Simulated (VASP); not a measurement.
# BN (Cmmm) in VASP: notebook, part 2 of 2

VASP 6.6.1. Earlier steps stand in the parts before.

**4. Single point, PBE**

This run uses another cell than the first one, of 11.08 Å³/atom.

The input, INCAR:

```
SYSTEM = BN
PREC = Accurate
ENCUT = 520
EDIFF = 1E-6
ISMEAR = 0
SIGMA = 0.1
LREAL = .FALSE.
LASPH = .TRUE.
NELM = 80
ALGO = Normal
ISIF = 2
LWAVE = .FALSE.
LCHARG = .FALSE.
GGA = PE
NBANDS = 11
```

The input, KPOINTS:

```
Automatic mesh
0
G
  24 24 24
  0 0 0
```

The input, POSCAR:

```
BN
1.0
    1.1404834692     -4.2583400329      0.0000000000
    1.1404834692      4.2583400329      0.0000000000
    0.0000000000      0.0000000000      2.2807523656
B N
1 1
Direct
    0.0000000000      0.0000000000      0.0000000000
    0.5000000000      0.5000000000      0.5000000000
```

Potentials or basis: VASP PAW PBE potentials, release 64 (B, N).

Command:

```sh
$ cat potpaw_PBE.64/B/POTCAR potpaw_PBE.64/N/POTCAR > POTCAR
$ mpirun -np 1 vasp_std > vasp.out
```

OUTCAR:

```text
SYSTEM = BN
   PREC = Accurate
   ENCUT = 520
   EDIFF = 1E-6
   ISMEAR = 0
   LREAL = .FALSE.
   LASPH = .TRUE.
   NELM = 80
   ISIF = 2
   GGA = PE

 ion  position               nearest neighbor table
   1  0.000  0.000  0.000-   2 1.61   2 1.61   2 1.61   2 1.61
   2  0.500  0.500  0.500-   1 1.61   1 1.61   1 1.61   1 1.61

  LATTYP: Found a base centered orthorhombic cell.
 ALAT       =     2.2809669384
 B/A-ratio  =     3.7338025039
 C/A-ratio  =     0.9999059290

  Lattice vectors:

 A1 = (   1.1404834692,  -4.2583400329,   0.0000000000)
 A2 = (   1.1404834692,   4.2583400329,   0.0000000000)
 A3 = (   0.0000000000,   0.0000000000,   2.2807523656)

Analysis of symmetry for initial positions (statically):
=====================================================================
 Subroutine PRICEL returns:
 Original cell was already a primitive cell.

 Routine SETGRP: Setting up the symmetry group for a
 base centered orthorhombic supercell.

 Subroutine GETGRP returns: Found  8 space group operations
 (whereof  8 operations were pure point group operations)
 out of a pool of  8 trial point group operations.

The static configuration has the point symmetry D_2h.

Analysis of symmetry for dynamics (positions and initial velocities):
=====================================================================
 Subroutine PRICEL returns:
 Original cell was already a primitive cell.

 Routine SETGRP: Setting up the symmetry group for a
 base centered orthorhombic supercell.

 Subroutine GETGRP returns: Found  8 space group operations
 (whereof  8 operations were pure point group operations)
 out of a pool of  8 trial point group operations.

The dynamic configuration has the point symmetry D_2h.

 Subroutine INISYM returns: Found  8 space group operations
 (whereof  8 operations are pure point group operations),
 and found     1 'primitive' translations

[... 121 lines left out ...]
   AEXX    =    0.0000 exact exchange contribution
   IVDW    =     0    specifies the selected vdW correction
   LEPSILON=     F    determine dielectric tensor
   LRPA    =     F    only Hartree local field effects (RPA)
 non-spin polarized calculation
 Gauss-broadening in eV      SIGMA  =   0.10
  energy-cutoff  :      520.00
  volume of cell :       22.15
 maximum number of plane-waves:       610
 NGX is ok and might be reduce to    36
   NGX = 17   NGY = 17   NGZ =  9

 number of electron       8.0000001 magnetization

 Free energy of the ion-electron system (eV)
  ---------------------------------------------------
  ext. energy  EPLUGINS =         0.00000000
  ---------------------------------------------------
  free energy    TOTEN  =       -13.76311880 eV

  energy without entropy =      -13.76104067  energy(sigma->0) =      -13.76207974

 E-fermi :   3.1661     XC(G=0):  -8.8230

 val. band max:        3.1203962325   @ k =   0.2917   0.2917   0.5000
 cond. band min:       3.1718257931   @ k =   0.5000   0.4583   0.4583
 fundamental gap:      0.0514295606
 Fermi energy:         3.1661112459

 k-point     1 :       0.0000    0.0000    0.0000
  band No.  band energies     occupation
      1     -17.1311      2.00000
      2      -4.0950      2.00000
      3      -0.1409      2.00000
      4      -0.1404      2.00000
      5       5.0613      0.00000
      6      11.6231      0.00000
      7      12.1631      0.00000
      8      17.1154      0.00000
      9      19.9838      0.00000
     10      19.9967      0.00000
     11      21.2331      0.00000
[... 309 lines left out ...]
 k-point    24 :       0.4583    0.0417    0.0000
  band No.  band energies     occupation
      1     -13.9277      2.00000
      2      -8.8056      2.00000
      3       0.4335      2.00000
      4       3.5221      0.00000
      5       3.5306      0.00000
      6      10.2608      0.00000
      7      12.0729      0.00000
      8      13.7389      0.00000
      9      14.1447      0.00000
     10      17.0750      0.00000
     11      23.1221      0.00000

 [... further k-points ...]

------------------------ aborting loop because EDIFF is reached ----------------------------------------

  FORCE on cell =-STRESS in cart. coord.  units (eV):
  Direction    XX          YY          ZZ          XY          YZ          ZX
  --------------------------------------------------------------------------------------
  -------------------------------------------------------------------------------------
  Total        0.0316976     -0.0131350      0.0298113      0.0000000      0.0000000      0.0000000
  in kB        2.2924500     -0.9499523      2.1560254      0.0000000      0.0000000      0.0000000
  external PRESSURE =       1.1661744 kB  Pullay stress =       0.0000000 kB

 VOLUME and BASIS-vectors are now :
 -----------------------------------------------------------------------------
  energy-cutoff  :      520.00
  volume of cell :       22.15
      direct lattice vectors                 reciprocal lattice vectors
     1.140483469 -4.258340033  0.000000000     0.438410563 -0.117416645  0.000000000
     1.140483469  4.258340033  0.000000000     0.438410563  0.117416645  0.000000000
     0.000000000  0.000000000  2.280752366     0.000000000  0.000000000  0.438451809

 POSITION                                       TOTAL-FORCE (eV/Angst)
 -----------------------------------------------------------------------------------
      0.00000      0.00000      0.00000         0.000000      0.000000      0.000000
      1.14048      0.00000      1.14038        -0.000000      0.000000      0.000000
 -----------------------------------------------------------------------------------
    total drift:                                0.000000      0.000000      0.000000

  FREE ENERGIE OF THE ION-ELECTRON SYSTEM (eV)
  ---------------------------------------------------
  free  energy   TOTEN  =       -13.7631188039 eV

  energy  without entropy=      -13.7610406670  energy(sigma->0) =      -13.76207974
```

OSZICAR:

```text
N       E                     dE             d eps       ncg     rms          rms(c)
DAV:   1     0.193486806223E+02    0.19349E+02   -0.43906E+03 45361   0.667E+02
DAV:   2    -0.144150773106E+02   -0.33764E+02   -0.31542E+02 56105   0.149E+02
DAV:   3    -0.156277747505E+02   -0.12127E+01   -0.12093E+01 55328   0.265E+01
DAV:   4    -0.156324009207E+02   -0.46262E-02   -0.46259E-02 49670   0.185E+00
DAV:   5    -0.156324249927E+02   -0.24072E-04   -0.24072E-04 54184   0.115E-01    0.787E+00
DAV:   6    -0.138602975642E+02    0.17721E+01   -0.67715E+00 52892   0.143E+01    0.276E+00
DAV:   7    -0.137998544949E+02    0.60443E-01   -0.18653E-01 52412   0.351E+00    0.192E+00
DAV:   8    -0.137626652031E+02    0.37189E-01   -0.11390E-01 52101   0.194E+00    0.346E-01
DAV:   9    -0.137622343992E+02    0.43080E-03   -0.71993E-03 49631   0.562E-01    0.121E-01
DAV:  10    -0.137632136448E+02   -0.97925E-03   -0.16721E-03 49951   0.281E-01    0.764E-02
DAV:  11    -0.137631076590E+02    0.10599E-03   -0.57576E-04 51276   0.141E-01    0.201E-02
DAV:  12    -0.137631181988E+02   -0.10540E-04   -0.21307E-05 48466   0.391E-02    0.541E-03
DAV:  13    -0.137631188039E+02   -0.60516E-06   -0.14759E-06 52517   0.911E-03
   1 F= -.13763119E+02 E0= -.13762080E+02  d E =-.207814E-02
```

stdout:

```text
POSCAR found type information on POSCAR B N
 POSCAR found :  2 types and       2 ions
 scaLAPACK will be used
 LDA part: xc-table for (Slater+PW92), standard interpolation
 POSCAR, INCAR and KPOINTS ok, starting setup
 FFT: planning ... GRIDC
 FFT: planning ... GRID_SOFT
 FFT: planning ... GRID
 WAVECAR not read
 entering main loop
```

Wall time 14 min (1 thread of Intel Xeon 8259CL, shared host); peak memory 0.56 GiB.

Results:

```yaml
Free_energy: -13.7631 eV
Pressure: 0.1 GPa
Band_gap_on_the_k_mesh: zero (bands 4 and 5 overlap by 0.78 eV)
```

Caveat: semilocal functionals underestimate gaps, and a narrow one can read as zero.

**5. Single point, PBE**

This run uses another cell than the first one, of 11.04 Å³/atom.

The input, INCAR:

```
PREC = Accurate
ENCUT = 520
EDIFF = 1E-6
ISMEAR = 0
SIGMA = 0.1
LREAL = F
LASPH = T
NELM = 60
ALGO = Normal
ISIF = 2
LWAVE = F
LCHARG = T
GGA = PE
LELF = T
LVHAR = T
NBANDS = 11
```

The input, KPOINTS:

```
regular mesh
0
Gamma
  26 26 24
```

The input, POSCAR:

```
BN
1.0
    1.1406891394     -4.2447218801      0.0000000000
    1.1406891394      4.2447218801      0.0000000000
    0.0000000000      0.0000000000      2.2809362686
B N
1 1
Direct
    0.0000000000      0.0000000000      0.0000000000
    0.5000000000      0.5000000000      0.5000000000
```

Potentials or basis: VASP PAW PBE potentials, release 64 (B, N).

Command:

```sh
$ cat potpaw_PBE.64/B/POTCAR potpaw_PBE.64/N/POTCAR > POTCAR
$ mpirun -np 1 vasp_std > vasp.out
```

OUTCAR:

```text
PREC = Accurate
   ENCUT = 520
   EDIFF = 1E-6
   ISMEAR = 0
   LREAL = F
   LASPH = T
   NELM = 60
   ISIF = 2
   GGA = PE

 ion  position               nearest neighbor table
   1  0.000  0.000  0.000-   2 1.61   2 1.61   2 1.61   2 1.61
   2  0.500  0.500  0.500-   1 1.61   1 1.61   1 1.61   1 1.61

  LATTYP: Found a base centered orthorhombic cell.
 ALAT       =     2.2813782788
 B/A-ratio  =     3.7211907552
 C/A-ratio  =     0.9998062530

  Lattice vectors:
[... 522 lines left out ...]

 [... further k-points ...]

------------------------ aborting loop because EDIFF is reached ----------------------------------------

  FORCE on cell =-STRESS in cart. coord.  units (eV):
  Direction    XX          YY          ZZ          XY          YZ          ZX
  --------------------------------------------------------------------------------------
  -------------------------------------------------------------------------------------
  Total        0.0244042     -0.0126036      0.0228771      0.0000000      0.0000000      0.0000000
  in kB        1.7701701     -0.9142116      1.6594000      0.0000000      0.0000000      0.0000000
  external PRESSURE =       0.8384529 kB  Pullay stress =       0.0000000 kB

 VOLUME and BASIS-vectors are now :
 -----------------------------------------------------------------------------
  energy-cutoff  :      520.00
  volume of cell :       22.09
      direct lattice vectors                 reciprocal lattice vectors
     1.140689139 -4.244721880  0.000000000     0.438331516 -0.117793348  0.000000000
     1.140689139  4.244721880  0.000000000     0.438331516  0.117793348  0.000000000
     0.000000000  0.000000000  2.280936269     0.000000000  0.000000000  0.438416458

 POSITION                                       TOTAL-FORCE (eV/Angst)
 -----------------------------------------------------------------------------------
      0.00000      0.00000      0.00000         0.000000      0.000000      0.000000
      1.14069      0.00000      1.14047        -0.000000     -0.000000      0.000000
 -----------------------------------------------------------------------------------
    total drift:                                0.000000      0.000000      0.000000

  FREE ENERGIE OF THE ION-ELECTRON SYSTEM (eV)
  ---------------------------------------------------
  free  energy   TOTEN  =       -13.7633848527 eV

  energy  without entropy=      -13.7614966507  energy(sigma->0) =      -13.76244075
```

It took 16 min on 1 thread of Intel Xeon 8259CL, shared host; peak memory 0.64 GiB.

Results:

| Item | Value |
| --- | --- |
| Free energy | -13.7634 eV |
| Pressure | 0.1 GPa |
| Band gap on the k mesh | zero (bands 4 and 5 overlap by 0.78 eV) |

Stress tensor (GPa, compression positive):
```
 0.18  0.00  0.00
 0.00 -0.09  0.00
 0.00  0.00  0.17
```

Caveat: semilocal functionals underestimate gaps, and a narrow one can read as zero.

**6. The runs side by side**

```csv
spin,cell,k mesh,gap on the mesh (eV),pressure (GPa),moment (μB)
"collinear, ferromagnetic start","a = 2.379, b = 2.379, c = 3.365 Å, angles 90.0, 90.0, 93.2°, 2 atoms",8 × 8 × 6,none,-32.2,0.00
"collinear, ferromagnetic start","a = 3.749, b = 3.749, c = 2.281 Å, angles 90.0, 90.0, 144.7°, 2 atoms",8 × 8 × 8,none,0.0,0.00
off,"a = 4.408, b = 4.408, c = 2.281 Å, angles 90.0, 90.0, 150.0°, 2 atoms",24 × 24 × 24,none,0.1,-
off,"a = 4.395, b = 4.395, c = 2.281 Å, angles 90.0, 90.0, 149.9°, 2 atoms",26 × 26 × 24,none,0.1,-
```

Alike in all rows: task single point; level PBE; potentials or basis VASP PAW PBE potentials, release 64 (B, N); cutoff (eV) 520; smearing gaussian 0.1 eV.

Caveats: some runs use coarse meshes; semilocal functionals underestimate gaps, and a narrow one can read as zero (at least some runs); the stress differs along the axes, from -38 to -26 GPa (at least some runs).

Total energies depend on the potentials used, so only differences within one code and one set of settings carry meaning.

The gap in the log of VASP goes by the Fermi energy; the results here count the filled bands.